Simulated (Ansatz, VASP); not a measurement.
## Two plane-wave programs on AgB2Au

File INCAR:

```
PREC = Accurate
ENCUT = 600
EDIFF = 1E-7
ISMEAR = 0
SIGMA = 0.1
LREAL = F
LASPH = T
NELM = 60
ALGO = Normal
ISIF = 3
LWAVE = F
LCHARG = F
GGA = PE
IBRION = 2
NSW = 90
EDIFFG = -0.04
```

Contents of KPOINTS:

```
regular mesh
0
Gamma
  6 6 4
```

Contents of POSCAR:

```
AgB2Au
1.0
    3.1646095000      0.0000000000      0.0000000000
    0.0000000000      3.2728814400      0.0000000000
    0.0000000000      0.0000000000      5.6742851500
Ag B Au
1 2 1
Direct
    0.5000000000      0.0000000000      0.0000000000
    0.0000000000      0.0000000000      0.6611347800
    0.0000000000      0.0000000000      0.3388652200
    0.5000000000      0.0000000000      0.5000000000
```

Input for Ansatz:

```yaml
crystal:
  lattice:
    - [3.1646095, 0.0, 0.0]
    - [0.0, 3.27288144, 0.0]
    - [0.0, 0.0, 5.67428515]
  atoms:
    - { symbol: Ag, position: [0.5, 0.0, 0.0] }
    - { symbol: B, position: [0.0, 0.0, 0.66113478] }
    - { symbol: B, position: [0.0, 0.0, 0.33886522] }
    - { symbol: Au, position: [0.5, 0.0, 0.5] }
basis:
  ecutwfc: 420
kpoints:
  mp_grid: { grid: [6, 6, 4] }
hamiltonian:
  xc: pbe
scf:
  occupations: { method: gaussian, width: 0.1 }
  lower_state_search: "off"
output:
  forces: true
  stress: true
  eigenvalues: true
relax:
  adjacent_minimum: "off"
  f_tol: 0.04
  max_steps: 70
  cell: { stress_tol: 0.4 }
```

Alike in both runs: task relaxation of cell and atoms; functional PBE; k mesh 6 × 6 × 4; occupations gaussian, width 0.1 eV; no spin polarisation.

|  | VASP | Ansatz |
| --- | --- | --- |
| version | VASP 6.6.1 | Ansatz 0.2.0 |
| potentials or method | VASP PAW PBE potentials, release 64 (Ag, B, Au), cutoff 600 eV | scalar-relativistic, plane waves, PAW |
| valence electrons in the cell | 28 | 44 |

```tsv
	VASP	Ansatz	Ansatz less VASP
gap on the k mesh at the Fermi level, each at its own relaxed structure (eV)	none	none	-
relaxed volume (Å³/atom)	22.61	19.82	-2.789
relaxed cell length with the largest relative difference (Å)	4.579	3.997	-0.5823
```

A gap of «none» marks a metal or a gap that the smearing closes. One of these differences is far larger than is usual between the two programs; its cause wasn't traced. VASP's potentials hold 28 valence electrons a cell and Ansatz's 44, so a difference there can come from the potentials and not from the codes.

Spin-orbit coupling is off throughout. Noted on VASP's run: the volume moved by over 15 % at a fixed basis, so the end points are rough.
